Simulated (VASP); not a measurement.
Write the native input for VASP 6.6.1 that does the following.

```yaml
Task: single point
Functional: revPBE
Dispersion: D3(BJ)
Potentials_or_basis: VASP PAW PBE potentials, release 64 (Au)
Cutoff: 520 eV
k_mesh: 11 × 11 × 11
Occupations: fermi-dirac, width 0.05 eV
Spin: no spin polarisation
Dipole_correction: no
Further_INCAR_settings: ALGO = Normal; EDIFF = 1e-07; NBANDS = 12
```

The structure of Au lies in POSCAR:

```
Au
1.0
    0.0000000000      2.0350000000      2.0350000000
    2.0350000000      0.0000000000      2.0350000000
    2.0350000000      2.0350000000      0.0000000000
Au
1
Direct
    0.0000000000      0.0000000000      0.0000000000
```

One way to write it, as run:

INCAR

```
  PREC = Accurate
  ENCUT = 520
  EDIFF = 1E-7
  ISMEAR = -1
  SIGMA = 0.05
  LREAL = False
  LASPH = True
  NELM = 80
  ALGO = Normal
  ISIF = 2
  LWAVE = False
  LCHARG = True
  GGA = RE
  IVDW = 12
  LELF = True
  LVHAR = True
  NBANDS = 12
```

KPOINTS

```
Automatic mesh
0
Gamma
  11 11 11
```

Potentials or basis: VASP PAW PBE potentials, release 64 (Au).

Launch:

```console
$ cat potpaw_PBE.64/Au/POTCAR > POTCAR
$ mpirun -np 1 vasp_std > vasp.out
```

Results of the run:

| Property | Result |
| --- | --- |
| Pressure | 0.7 GPa |
| Dispersion energy per atom | -1.276 eV |

Caveat: the PAW data sets were made with another functional, which shifts forces and pressure a little; pairwise dispersion overbinds metals, which lowers pressure and volume.

Run time: 15 s on 1 thread of Intel Xeon 6975P-C, on a shared host, peak memory 0.15 GiB.
